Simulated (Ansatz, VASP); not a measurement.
## Ni: VASP beside Ansatz

```
CELL_PARAMETERS angstrom
0.00000 1.75725 1.75725
1.75725 0.00000 1.75725
1.75725 1.75725 0.00000
ATOMIC_POSITIONS crystal
Ni 0.00000 0.00000 0.00000
```

Alike in both runs: task single point; functional PBE; k mesh 16 × 16 × 16; occupations fermi-dirac, width 0.1 eV; no spin polarisation.

|  | VASP | Ansatz |
| --- | --- | --- |
| version | VASP 6.6.1 | Ansatz 0.2.0 |
| potentials or method | VASP PAW PBE potentials, release 64 (Ni), cutoff 600 eV | plane waves (420 eV) with PAW, scalar-relativistic |
| valence electrons in the cell | 10 | 18 |

```tsv
	VASP	Ansatz	Ansatz less VASP
pressure (GPa)	0.1	0.1	+0.06
```

The functional is the same, so the differences come from potentials, cutoffs and numerics. VASP's potentials hold 10 valence electrons a cell and Ansatz's 18, so a difference there can come from the potentials and not from the codes.
